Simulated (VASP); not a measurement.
# KBr (Pm-3m) in VASP: single point with PBEsol

Aim: the single point of KBr with PBEsol.

Program: VASP 6.6.1. These are calculated values, not measurements. Logs are shortened: lines on timing, memory, paths and dates and some standing lists are left out, and cuts for length are marked.

### 1 The cell of the first run

It takes space group Pm-3m (No. 221, cubic). The conventional cell has a = 4.148 Å, b = 4.148 Å, c = 4.148 Å, α = 90.00°, β = 90.00°, γ = 90.00°. K (site symmetry m-3m) has 8 Br at 3.59 Å and 6 K at 4.15 Å within 4.7 Å. Within 4.7 Å of Br (site symmetry m-3m) lie 8 K at 3.59 Å and 6 Br at 4.15 Å.

### 2 Single point, PBEsol

INCAR reads:

```
PREC     = Accurate       # precision mode
ENCUT    = 520            # plane-wave cutoff, eV
EDIFF    = 1E-6           # SCF threshold, eV
ISMEAR   = 0              # smearing method
SIGMA    = 0.05           # smearing width, eV
LREAL    = F              # projectors in reciprocal space
LASPH    = T              # aspherical terms in the spheres
NELM     = 80             # most SCF steps
ALGO     = Normal         # electronic algorithm
ISIF     = 2              # what is computed and relaxed
LWAVE    = F              # write WAVECAR
LCHARG   = T              # write CHGCAR
GGA      = PS             # functional
LELF     = T              # ELF
LVHAR    = T            
NBANDS   = 15             # bands
```

KPOINTS reads:

```
Automatic mesh
0
Gamma
  8 8 8
```

POSCAR reads:

```
KBr
1.0
   -1.3827633523      2.7655267045      2.7655267045
    2.7655267045     -1.3827633523      2.7655267045
    2.7655267045      2.7655267045     -1.3827633523
K Br
1 1
Direct
    0.0000000000      0.0000000000      0.0000000000
    0.5000000000      0.5000000000      0.5000000000
```

Potentials or basis: VASP PAW PBE potentials, release 64 (K_sv, Br).

Command:

```bash
$ cat potpaw_PBE.64/K_sv/POTCAR potpaw_PBE.64/Br/POTCAR > POTCAR
$ mpirun -np 1 vasp_std > vasp.out
```

OUTCAR:

```text
PREC = Accurate
   ENCUT = 520
   EDIFF = 1E-6
   ISMEAR = 0
   LREAL = F
   LASPH = T
   NELM = 80
   ISIF = 2
   GGA = PS

 ion  position               nearest neighbor table
   1  0.000  0.000  0.000-
   2  0.500  0.500  0.500-

  LATTYP: Found a simple cubic cell.
 ALAT       =     4.1482900568

  Lattice vectors:

 A1 = (  -1.3827633523,   2.7655267045,   2.7655267045)
 A2 = (   2.7655267045,  -1.3827633523,   2.7655267045)
 A3 = (   2.7655267045,   2.7655267045,  -1.3827633523)

Analysis of symmetry for initial positions (statically):
=====================================================================
 Subroutine PRICEL returns:
 Original cell was already a primitive cell.

 Routine SETGRP: Setting up the symmetry group for a
 simple cubic supercell.

 Subroutine GETGRP returns: Found 48 space group operations
 (whereof 48 operations were pure point group operations)
 out of a pool of 48 trial point group operations.

The static configuration has the point symmetry O_h .

Analysis of symmetry for dynamics (positions and initial velocities):
=====================================================================
 Subroutine PRICEL returns:
 Original cell was already a primitive cell.

 Routine SETGRP: Setting up the symmetry group for a
 simple cubic supercell.

 Subroutine GETGRP returns: Found 48 space group operations
 (whereof 48 operations were pure point group operations)
 out of a pool of 48 trial point group operations.

The dynamic configuration has the point symmetry O_h .

 Subroutine INISYM returns: Found 48 space group operations
 (whereof 48 operations are pure point group operations),
 and found     1 'primitive' translations

----------------------------------------------------------------------------------------

                                     Primitive cell

  volume of cell :      71.3851

  direct lattice vectors                    reciprocal lattice vectors
    -1.382763352  2.765526705  2.765526705    -0.080354394  0.160708788  0.160708788
     2.765526705 -1.382763352  2.765526705     0.160708788 -0.080354394  0.160708788
     2.765526705  2.765526705 -1.382763352     0.160708788  0.160708788 -0.080354394

  length of vectors
     4.148290057  4.148290057  4.148290057     0.241063182  0.241063182  0.241063182

  position of ions in fractional coordinates (direct lattice)
     0.000000000  0.000000000  0.000000000
     0.500000000  0.500000000  0.500000000

  ion indices of the primitive-cell ions
   primitive index   ion index
                 1           1
                 2           2

----------------------------------------------------------------------------------------

 KPOINTS: Automatic mesh

Automatic generation of k-mesh.
 Grid dimensions read from file:
 generate k-points for:    8    8    8

 Generating k-lattice:

  Cartesian coordinates                     Fractional coordinates (reciprocal lattice)
    -0.010044299  0.020088598  0.020088598     0.125000000 -0.000000000 -0.000000000
     0.020088598 -0.010044299  0.020088598    -0.000000000  0.125000000 -0.000000000
     0.020088598  0.020088598 -0.010044299    -0.000000000 -0.000000000  0.125000000

  Length of vectors
     0.030132898  0.030132898  0.030132898

  Shift w.r.t. Gamma in fractional coordinates (k-lattice)
     0.000000000  0.000000000  0.000000000

 Subroutine IBZKPT returns following result:
 ===========================================

 Found     35 irreducible k-points:

 Following reciprocal coordinates:
            Coordinates               Weight
  0.000000  0.000000  0.000000      1.000000
  0.125000  0.000000  0.000000      6.000000
  0.250000  0.000000  0.000000      6.000000
  0.375000  0.000000  0.000000      6.000000
  0.500000  0.000000  0.000000      3.000000
  0.125000  0.125000  0.000000     12.000000
[... 16 lines left out ...]
  0.375000  0.375000  0.125000     24.000000
  0.500000  0.375000  0.125000     24.000000
 [... further k-points ...]
   k-points           NKPTS =     35   k-points in BZ     NKDIM =     35   number of bands    NBANDS=     15
   number of dos      NEDOS =    301   number of ions     NIONS =      2
   total plane-waves  NPLWV =  32768
   dimension x,y,z NGX =    32 NGY =   32 NGZ =   32
   dimension x,y,z NGXF=    64 NGYF=   64 NGZF=   64
   ions per type =               1   1
   NGX,Y,Z   is equivalent  to a cutoff of  12.82, 12.82, 12.82 a.u.
   NGXF,Y,Z  is equivalent  to a cutoff of  25.65, 25.65, 25.65 a.u.
 SYSTEM =  unknown system
   PREC   = accura    normal or accurate (medium, high low for compatibility)
   ISTART =      0    job   : 0-new  1-cont  2-samecut
   ICHARG =      2    charge: 1-file 2-atom 10-const
   ISPIN  =      1    spin polarized calculation?
   LNONCOLLINEAR =      F non collinear calculations
   LSORBIT =      F    spin-orbit coupling
   LASPH  =      T    aspherical Exc in radial PAW
   ENCUT  =  520.0 eV  38.22 Ry    6.18 a.u.   7.71  7.71  7.71*2*pi/ulx,y,z
   NELM   =     80;   NELMIN=  2; NELMDL= -5     # of ELM steps
   EDIFF  = 0.1E-05   stopping-criterion for ELM
   LREAL  =      F    real-space projection
   EDIFFG = 0.1E-04   stopping-criterion for IOM
   NSW    =      0    number of steps for IOM
   IBRION =     -1    ionic relax: 0-MD 1-quasi-New 2-CG
   NFREE  =      0    steps in history (QN), initial steepest desc. (CG)
   ISIF   =      2    stress and relaxation
   ISYM   =      2    0-nonsym 1-usesym 2-fastsym
   POTIM  = 0.5000    time-step for ionic-motion
   TEBEG  =    0.0;   TEEND  =   0.0 temperature during run
   PSTRESS=    0.0 pullay stress
   NELECT =      16.0000    total number of electrons
   NUPDOWN=      -1.0000    fix difference up-down
   EMIN   =  10.00;   EMAX   =-10.00  energy-range for DOS
   EFERMI =   0.00;   METHOD = LEGACY
   ISMEAR =     0;   SIGMA  =   0.05  broadening in eV -4-tet -1-fermi 0-gaus
   EFERMI_NEDOS =   21; number of points for ismear=-14 and -15
   IALGO  =     38    algorithm
   IMIX   =      4    mixing-type and parameters
     AMIX     =   0.40;   BMIX     =  1.00
     AMIX_MAG =   1.60;   BMIX_MAG =  1.00
  volume/ion in A,a.u.               =      35.69       240.87
  Fermi-wavevector in a.u.,A,eV,Ry     =   0.994441  1.879221 13.454978  0.988913
  Thomas-Fermi vector in A             =   2.126392
   LORBIT       =      0    0 simple, 1 ext, 2 COOP (PROOUT), +10 PAW based schemes
   GGA     = PS    functional components
   LHFCALC =     F    Hartree Fock is set to
   AEXX    =    0.0000 exact exchange contribution
   IVDW    =     0    specifies the selected vdW correction
   LEPSILON=     F    determine dielectric tensor
   LRPA    =     F    only Hartree local field effects (RPA)
 non-spin polarized calculation
 Gauss-broadening in eV      SIGMA  =   0.05
  energy-cutoff  :      520.00
  volume of cell :       71.39
 maximum number of plane-waves:      1937
 NGX is ok and might be reduce to    32
   NGX = 15   NGY = 15   NGZ = 15

 number of electron      16.0000003 magnetization

 Free energy of the ion-electron system (eV)
  ---------------------------------------------------
  ext. energy  EPLUGINS =         0.00000000
  ---------------------------------------------------
  free energy    TOTEN  =        -6.29091017 eV

  energy without entropy =       -6.29091017  energy(sigma->0) =       -6.29091017

 E-fermi :  -0.9914     XC(G=0):  -7.6765

 val. band max:       -1.2026337106   @ k =   0.5000   0.5000   0.0000
 cond. band min:       2.3044243064   @ k =   0.0000   0.0000   0.0000
 fundamental gap:      3.5070580170
 Fermi energy:        -0.9913813289

 k-point     1 :       0.0000    0.0000    0.0000
  band No.  band energies     occupation
      1     -29.8085      2.00000
      2     -13.8535      2.00000
      3     -13.2999      2.00000
      4     -13.2999      2.00000
      5     -13.2999      2.00000
      6      -1.4421      2.00000
      7      -1.4421      2.00000
      8      -1.4421      2.00000
      9       2.3044      0.00000
     10       4.6324      0.00000
     11       4.6324      0.00000
     12       8.2850      0.00000
     13       8.2850      0.00000
     14       8.2850      0.00000
     15      10.8100      0.00000

 k-point     2 :       0.1250    0.0000    0.0000
  band No.  band energies     occupation
      1     -29.8075      2.00000
      2     -13.8786      2.00000
      3     -13.2978      2.00000
      4     -13.2978      2.00000
      5     -13.2728      2.00000
      6      -1.7432      2.00000
      7      -1.4365      2.00000
      8      -1.4365      2.00000
      9       2.6587      0.00000
     10       4.7457      0.00000
     11       4.9123      0.00000
     12       8.2280      0.00000
     13       8.2280      0.00000
     14       8.3457      0.00000
     15      10.2497      0.00000

 k-point     3 :       0.2500    0.0000    0.0000
  band No.  band energies     occupation
      1     -29.8049      2.00000
      2     -13.9344      2.00000
      3     -13.2926      2.00000
      4     -13.2926      2.00000
      5     -13.2112      2.00000
      6      -2.3238      2.00000
      7      -1.4229      2.00000
      8      -1.4229      2.00000
      9       3.4391      0.00000
     10       5.0744      0.00000
     11       5.5642      0.00000
     12       8.1403      0.00000
     13       8.1403      0.00000
     14       8.5049      0.00000
     15       9.1465      0.00000
[... 343 lines left out ...]
 k-point    23 :       0.3750    0.3750    0.1250
  band No.  band energies     occupation
      1     -29.7954      2.00000
      2     -13.7646      2.00000
      3     -13.3918      2.00000
      4     -13.3016      2.00000
      5     -13.2827      2.00000
      6      -2.4393      2.00000
      7      -2.3430      2.00000
      8      -1.4789      2.00000
      9       4.5021      0.00000
     10       5.5414      0.00000
     11       6.6711      0.00000
     12       6.7574      0.00000
     13       7.6677      0.00000
     14       7.8066      0.00000
     15       9.5353      0.00000

 k-point    24 :       0.5000    0.3750    0.1250
  band No.  band energies     occupation
      1     -29.7944      2.00000
      2     -13.7219      2.00000
      3     -13.3900      2.00000
      4     -13.3394      2.00000
      5     -13.2927      2.00000
      6      -2.5312      2.00000
      7      -2.3296      2.00000
      8      -1.4545      2.00000
      9       4.3264      0.00000
     10       5.5627      0.00000
     11       6.5747      0.00000
     12       6.7664      0.00000
     13       7.8337      0.00000
     14       8.1078      0.00000
     15       9.4429      0.00000

 [... further k-points ...]
[... 5 lines left out ...]
  --------------------------------------------------------------------------------------
  -------------------------------------------------------------------------------------
  Total       -0.8720865     -0.8720865     -0.8720865      0.0000000      0.0000000      0.0000000
  in kB      -19.5732442    -19.5732442    -19.5732442      0.0000000      0.0000000      0.0000000
  external PRESSURE =     -19.5732442 kB  Pullay stress =       0.0000000 kB

 VOLUME and BASIS-vectors are now :
 -----------------------------------------------------------------------------
  energy-cutoff  :      520.00
  volume of cell :       71.39
      direct lattice vectors                 reciprocal lattice vectors
    -1.382763352  2.765526705  2.765526705    -0.080354394  0.160708788  0.160708788
     2.765526705 -1.382763352  2.765526705     0.160708788 -0.080354394  0.160708788
     2.765526705  2.765526705 -1.382763352     0.160708788  0.160708788 -0.080354394

 POSITION                                       TOTAL-FORCE (eV/Angst)
 -----------------------------------------------------------------------------------
      0.00000      0.00000      0.00000         0.000000     -0.000000      0.000000
      2.07415      2.07415      2.07415        -0.000000      0.000000     -0.000000
 -----------------------------------------------------------------------------------
    total drift:                               -0.000000     -0.000000      0.000000

  FREE ENERGIE OF THE ION-ELECTRON SYSTEM (eV)
  ---------------------------------------------------
  free  energy   TOTEN  =        -6.2909101704 eV

  energy  without entropy=       -6.2909101704  energy(sigma->0) =       -6.29091017
```

Run time: 12 s. Hardware: 1 thread of Intel Xeon Platinum 8559C (Emerald Rapids), shared host; peak memory 0.19 GiB.

Results:

* Free energy: -6.2909 eV
* Pressure: -2.0 GPa
* Band gap on the k mesh: 3.51 eV, indirect (least direct gap 3.75 eV)

Caveat: the PAW data sets were made with another functional, which shifts forces and pressure a little. A k mesh can miss the band edges.
